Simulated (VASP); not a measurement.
# Mg2Sn (Fm-3m) in VASP: single point with HSE06

Aim: the single point of Mg2Sn with HSE06.

All numbers are computed with VASP 6.6.1; they aren't measurements. Logs are shortened: lines on timing, memory, paths and dates and some standing lists are left out, and cuts for length are marked.

## Step 1: The cell of the first run

Symmetry: Fm-3m, No. 225, cubic system. Conventional cell: a = 6.760 Å, b = 6.760 Å, c = 6.760 Å, α = 90.00°, β = 90.00°, γ = 90.00°. Sn (site symmetry m-3m) has 8 Mg at 2.93 Å within 3.9 Å. Mg (site symmetry -43m) has 4 Sn at 2.93 Å and 6 Mg at 3.38 Å within 3.9 Å.

## Step 2: Single point, HSE06

Contents of POSCAR:

```
Mg2Sn
1.0
    0.0000000000      3.3799352825      3.3799352825
    3.3799352825      0.0000000000      3.3799352825
    3.3799352825      3.3799352825      0.0000000000
Sn Mg
1 2
Direct
    0.0000000000      0.0000000000      0.0000000000
    0.2500000000      0.2500000000      0.2500000000
    0.7500000000      0.7500000000      0.7500000000
```

Contents of INCAR.step1:

```
SYSTEM = Mg2Sn
  PREC = Accurate
  ENCUT = 620
  EDIFF = 1E-5
  ISMEAR = -1
  SIGMA = 0.02
  LREAL = .FALSE.
  LASPH = .TRUE.
  NELM = 120
  ALGO = Normal
  ISIF = 2
  LWAVE = .TRUE.
  GGA = PE
  NBANDS = 24
  GGA_COMPAT = .FALSE.
```

Contents of INCAR.step2:

```
SYSTEM = Mg2Sn
  PREC = Accurate
  ENCUT = 620
  EDIFF = 1E-6
  ISMEAR = -1
  SIGMA = 0.02
  LREAL = .FALSE.
  LASPH = .TRUE.
  NELM = 120
  ALGO = Normal
  ISIF = 2
  LWAVE = .FALSE.
  LCHARG = .TRUE.
  GGA = PE
  LHFCALC = .TRUE.
  HFSCREEN = 0.2079
  PRECFOCK = Normal
  LELF = .TRUE.
  LVHAR = .TRUE.
  ISTART = 1
  NBANDS = 24
  GGA_COMPAT = .FALSE.
```

Contents of KPOINTS:

```
regular mesh
0
G
  4 4 4
  0 0 0
```

Potentials or basis: VASP PAW PBE potentials, release 64 (Sn_d, Mg_sv).

Command:

```console
$ cat potpaw_PBE.64/Sn_d/POTCAR potpaw_PBE.64/Mg_sv/POTCAR > POTCAR
$ cp INCAR.step1 INCAR
$ mpirun -np 1 vasp_std > vasp.out
$ cp INCAR.step2 INCAR
$ mpirun -np 1 vasp_std > vasp.out
```

OUTCAR:

```text
SYSTEM = Mg2Sn
   PREC = Accurate
   ENCUT = 620
   EDIFF = 1E-6
   ISMEAR = -1
   LREAL = .FALSE.
   LASPH = .TRUE.
   NELM = 120
   ISIF = 2
   GGA = PE
   LHFCALC = .TRUE.
   HFSCREEN = 0.2079
   PRECFOCK = Normal
   ISTART = 1

 ion  position               nearest neighbor table
   1  0.000  0.000  0.000-   3 2.93   3 2.93   3 2.93   2 2.93   3 2.93   2 2.93   2 2.93   2 2.93

   2  0.250  0.250  0.250-   1 2.93   1 2.93   1 2.93   1 2.93
   3  0.750  0.750  0.750-   1 2.93   1 2.93   1 2.93   1 2.93

  LATTYP: Found a face centered cubic cell.
 ALAT       =     6.7598705650

  Lattice vectors:

 A1 = (   0.0000000000,   3.3799352825,   3.3799352825)
 A2 = (   3.3799352825,   0.0000000000,   3.3799352825)
 A3 = (   3.3799352825,   3.3799352825,   0.0000000000)

Analysis of symmetry for initial positions (statically):
=====================================================================
 Subroutine PRICEL returns:
 Original cell was already a primitive cell.

 Routine SETGRP: Setting up the symmetry group for a
 face centered cubic supercell.

 Subroutine GETGRP returns: Found 48 space group operations
 (whereof 48 operations were pure point group operations)
 out of a pool of 48 trial point group operations.

The static configuration has the point symmetry O_h .

Analysis of symmetry for dynamics (positions and initial velocities):
=====================================================================
 Subroutine PRICEL returns:
 Original cell was already a primitive cell.

 Routine SETGRP: Setting up the symmetry group for a
 face centered cubic supercell.

 Subroutine GETGRP returns: Found 48 space group operations
 (whereof 48 operations were pure point group operations)
 out of a pool of 48 trial point group operations.

The dynamic configuration has the point symmetry O_h .

 Subroutine INISYM returns: Found 48 space group operations
 (whereof 48 operations are pure point group operations),
 and found     1 'primitive' translations

----------------------------------------------------------------------------------------

                                     Primitive cell

  volume of cell :      77.2245

  direct lattice vectors                    reciprocal lattice vectors
     0.000000000  3.379935282  3.379935282    -0.147931827  0.147931827  0.147931827
     3.379935282  0.000000000  3.379935282     0.147931827 -0.147931827  0.147931827
     3.379935282  3.379935282  0.000000000     0.147931827  0.147931827 -0.147931827

  length of vectors
     4.779950316  4.779950316  4.779950316     0.256225440  0.256225440  0.256225440

  position of ions in fractional coordinates (direct lattice)
     0.000000000  0.000000000  0.000000000
     0.250000000  0.250000000  0.250000000
     0.750000000  0.750000000  0.750000000

  ion indices of the primitive-cell ions
   primitive index   ion index
                 1           1
                 2           2
                 3           3

----------------------------------------------------------------------------------------

 KPOINTS: regular mesh

Automatic generation of k-mesh.
 Grid dimensions read from file:
 generate k-points for:    4    4    4

 Generating k-lattice:

  Cartesian coordinates                     Fractional coordinates (reciprocal lattice)
    -0.036982957  0.036982957  0.036982957     0.250000000  0.000000000  0.000000000
     0.036982957 -0.036982957  0.036982957     0.000000000  0.250000000  0.000000000
     0.036982957  0.036982957 -0.036982957     0.000000000  0.000000000  0.250000000

  Length of vectors
     0.064056360  0.064056360  0.064056360

  Shift w.r.t. Gamma in fractional coordinates (k-lattice)
     0.000000000  0.000000000  0.000000000

 Subroutine IBZKPT returns following result:
 ===========================================

 Found      8 irreducible k-points:

 Following reciprocal coordinates:
            Coordinates               Weight
  0.000000  0.000000  0.000000      1.000000
  0.250000  0.000000  0.000000      8.000000
  0.500000  0.000000  0.000000      4.000000
  0.250000  0.250000  0.000000      6.000000
  0.500000  0.250000  0.000000     24.000000
 -0.250000  0.250000  0.000000     12.000000
  0.500000  0.500000  0.000000      3.000000
 -0.250000  0.500000  0.250000      6.000000
   k-points           NKPTS =      8   k-points in BZ     NKDIM =     64   number of bands    NBANDS=     24
   number of dos      NEDOS =    301   number of ions     NIONS =      3
   total plane-waves  NPLWV =  64000
   dimension x,y,z NGX =    40 NGY =   40 NGZ =   40
   dimension x,y,z NGXF=    80 NGYF=   80 NGZF=   80
   ions per type =               1   2
   NGX,Y,Z   is equivalent  to a cutoff of  13.91, 13.91, 13.91 a.u.
   NGXF,Y,Z  is equivalent  to a cutoff of  27.82, 27.82, 27.82 a.u.
 SYSTEM =  Mg2Sn
   PREC   = accura    normal or accurate (medium, high low for compatibility)
   ISTART =      1    job   : 0-new  1-cont  2-samecut
   ICHARG =      0    charge: 1-file 2-atom 10-const
   ISPIN  =      1    spin polarized calculation?
   LNONCOLLINEAR =      F non collinear calculations
   LSORBIT =      F    spin-orbit coupling
   LASPH  =      T    aspherical Exc in radial PAW
   ENCUT  =  620.0 eV  45.57 Ry    6.75 a.u.   9.70  9.70  9.70*2*pi/ulx,y,z
   NELM   =    120;   NELMIN=  2; NELMDL=  0     # of ELM steps
   EDIFF  = 0.1E-05   stopping-criterion for ELM
   LREAL  =      F    real-space projection
   EDIFFG = 0.1E-04   stopping-criterion for IOM
   NSW    =      0    number of steps for IOM
   IBRION =     -1    ionic relax: 0-MD 1-quasi-New 2-CG
   NFREE  =      0    steps in history (QN), initial steepest desc. (CG)
   ISIF   =      2    stress and relaxation
   ISYM   =      3    0-nonsym 1-usesym 2-fastsym
   POTIM  = 0.5000    time-step for ionic-motion
   TEBEG  =    0.0;   TEEND  =   0.0 temperature during run
   PSTRESS=    0.0 pullay stress
   NELECT =      34.0000    total number of electrons
   NUPDOWN=      -1.0000    fix difference up-down
   EMIN   =  10.00;   EMAX   =-10.00  energy-range for DOS
   EFERMI =   0.00;   METHOD = LEGACY
   ISMEAR =    -1;   SIGMA  =   0.02  broadening in eV -4-tet -1-fermi 0-gaus
   EFERMI_NEDOS =   21; number of points for ismear=-14 and -15
   IALGO  =     38    algorithm
   IMIX   =      1    mixing-type and parameters
     AMIX     =   0.40;   BMIX     =  1.00
     AMIX_MAG =   1.60;   BMIX_MAG =  1.00
  volume/ion in A,a.u.               =      25.74       173.71
  Fermi-wavevector in a.u.,A,eV,Ry     =   1.245421  2.353504 21.103626  1.551073
  Thomas-Fermi vector in A             =   2.379644
   LORBIT       =      0    0 simple, 1 ext, 2 COOP (PROOUT), +10 PAW based schemes
   GGA     = PE    functional components
   LHFCALC =     T    Hartree Fock is set to
   PRECFOCK=normal    Normal, Fast or Accurate (Low or Medium for compatibility)
   ENCUT4O =  -1.0   cutoff for four orbital integrals eV
   NKREDX  =     1    reduce k-point grid by
   NKREDY  =     1    reduce k-point grid by
   NKREDZ  =     1    reduce k-point grid by
   AEXX    =    0.2500 exact exchange contribution
   HFSCREEN=    0.2079 screening length (either q_TF or 0.3 A-1)
   HFSCREENC=   0.2079 screening length for correlation (either q_TF or 0.3 A-1)
   ENCUTFOCK=  -1.0 apply spherical cutoff to Coloumb kernel
   IVDW    =     0    specifies the selected vdW correction
   LEPSILON=     F    determine dielectric tensor
   LRPA    =     F    only Hartree local field effects (RPA)
 non-spin polarized calculation
  energy-cutoff  :      620.00
  volume of cell :       77.22
 maximum number of plane-waves:      2733
 NGX is ok and might be reduce to    40
  NGX = 30; NGY = 30; NGZ = 30

 number of electron      34.0000003 magnetization

 Free energy of the ion-electron system (eV)
  ---------------------------------------------------
  ext. energy  EPLUGINS =         0.00000000
  ---------------------------------------------------
  free energy    TOTEN  =        -8.23627016 eV

  energy without entropy =       -8.23617543  energy(sigma->0) =       -8.23622279

 E-fermi :   4.0675     XC(G=0):  -7.4257

 val. band max:        3.9563557407   @ k =   0.0000   0.0000   0.0000
 cond. band min:       4.1785573390   @ k =   0.5000   0.5000   0.0000
 fundamental gap:      0.2222015983
 Fermi energy:         4.0674560127

 k-point     1 :       0.0000    0.0000    0.0000
  band No.  band energies     occupation
      1     -77.9735      2.00000
      2     -77.9720      2.00000
      3     -42.8729      2.00000
      4     -42.8729      2.00000
      5     -42.8729      2.00000
      6     -42.8658      2.00000
[... 16 lines left out ...]
     23      10.0407      0.00000
     24      10.0407      0.00000

 k-point     2 :       0.2500    0.0000    0.0000
  band No.  band energies     occupation
      1     -77.9732      2.00000
      2     -77.9721      2.00000
      3     -42.8720      2.00000
      4     -42.8718      2.00000
      5     -42.8718      2.00000
      6     -42.8670      2.00000
[... 16 lines left out ...]
     23       9.1167      0.00000
     24       9.3471      0.00000

 k-point     3 :       0.5000    0.0000    0.0000
  band No.  band energies     occupation
      1     -77.9727      2.00000
      2     -77.9726      2.00000
      3     -42.8698      2.00000
      4     -42.8695      2.00000
      5     -42.8695      2.00000
      6     -42.8695      2.00000
[... 16 lines left out ...]
     23      11.6863      0.00000
     24      12.4179      0.00000

 k-point     4 :       0.2500    0.2500    0.0000
  band No.  band energies     occupation
      1     -77.9732      2.00000
      2     -77.9722      2.00000
      3     -42.8734      2.00000
      4     -42.8734      2.00000
      5     -42.8704      2.00000
      6     -42.8685      2.00000
[... 16 lines left out ...]
     23      10.7749      0.00000
     24      11.7982      0.00000

 k-point     5 :       0.5000    0.2500    0.0000
  band No.  band energies     occupation
      1     -77.9728      2.00000
      2     -77.9725      2.00000
      3     -42.8735      2.00000
      4     -42.8728      2.00000
      5     -42.8727      2.00000
      6     -42.8663      2.00000
[... 16 lines left out ...]
     23      11.7425      0.00000
     24      12.3598      0.00000

 k-point     6 :      -0.2500    0.2500    0.0000
  band No.  band energies     occupation
      1     -77.9729      2.00000
      2     -77.9724      2.00000
      3     -42.8740      2.00000
      4     -42.8701      2.00000
      5     -42.8698      2.00000
      6     -42.8691      2.00000
[... 16 lines left out ...]
     23      11.4113      0.00000
     24      11.8083      0.00000

 k-point     7 :       0.5000    0.5000    0.0000
  band No.  band energies     occupation
      1     -77.9729      2.00000
      2     -77.9724      2.00000
      3     -42.8751      2.00000
      4     -42.8741      2.00000
      5     -42.8741      2.00000
      6     -42.8650      2.00000
[... 16 lines left out ...]
     23      12.9425      0.00000
     24      12.9425      0.00000

 k-point     8 :      -0.2500    0.5000    0.2500
  band No.  band energies     occupation
      1     -77.9727      2.00000
      2     -77.9727      2.00000
      3     -42.8747      2.00000
      4     -42.8746      2.00000
      5     -42.8695      2.00000
      6     -42.8695      2.00000
[... 16 lines left out ...]
     23      12.5656      0.00000
     24      13.1922      0.00000

------------------------ aborting loop because EDIFF is reached ----------------------------------------

  FORCE on cell =-STRESS in cart. coord.  units (eV):
  Direction    XX          YY          ZZ          XY          YZ          ZX
  --------------------------------------------------------------------------------------
  -------------------------------------------------------------------------------------
  Total       -0.0540722     -0.0540722     -0.0540722      0.0000000      0.0000000     -0.0000000
  in kB       -1.1218358     -1.1218358     -1.1218358      0.0000000      0.0000000     -0.0000000
  external PRESSURE =      -1.1218358 kB  Pullay stress =       0.0000000 kB

 VOLUME and BASIS-vectors are now :
 -----------------------------------------------------------------------------
  energy-cutoff  :      620.00
  volume of cell :       77.22
      direct lattice vectors                 reciprocal lattice vectors
     0.000000000  3.379935282  3.379935282    -0.147931827  0.147931827  0.147931827
     3.379935282  0.000000000  3.379935282     0.147931827 -0.147931827  0.147931827
     3.379935282  3.379935282  0.000000000     0.147931827  0.147931827 -0.147931827

 POSITION                                       TOTAL-FORCE (eV/Angst)
 -----------------------------------------------------------------------------------
      0.00000      0.00000      0.00000         0.000000      0.000000     -0.000000
      1.68997      1.68997      1.68997         0.000000      0.000000      0.000000
      5.06990      5.06990      5.06990        -0.000000     -0.000000     -0.000000
 -----------------------------------------------------------------------------------
    total drift:                               -0.000000      0.000002      0.000002

  FREE ENERGIE OF THE ION-ELECTRON SYSTEM (eV)
  ---------------------------------------------------
  free  energy   TOTEN  =        -8.2362701635 eV

  energy  without entropy=       -8.2361754250  energy(sigma->0) =       -8.23622279
```

It took 39 min on 1 thread of Intel Xeon Platinum 8259CL at 2.50GHz (Skylake/Cascade Lake), shared host; peak memory 0.37 GiB.

Results:

| Item | Value |
| --- | --- |
| Free energy | -8.2363 eV |
| Pressure | -0.1 GPa |

Caveat: the k points lie up to 0.40 Å⁻¹ apart; the structure was generated, so it needn't be the stable form of Mg2Sn; the PAW data sets were made with another functional, which shifts forces and pressure a little; spin-orbit coupling is left out, which moves the levels of the heavy elements.
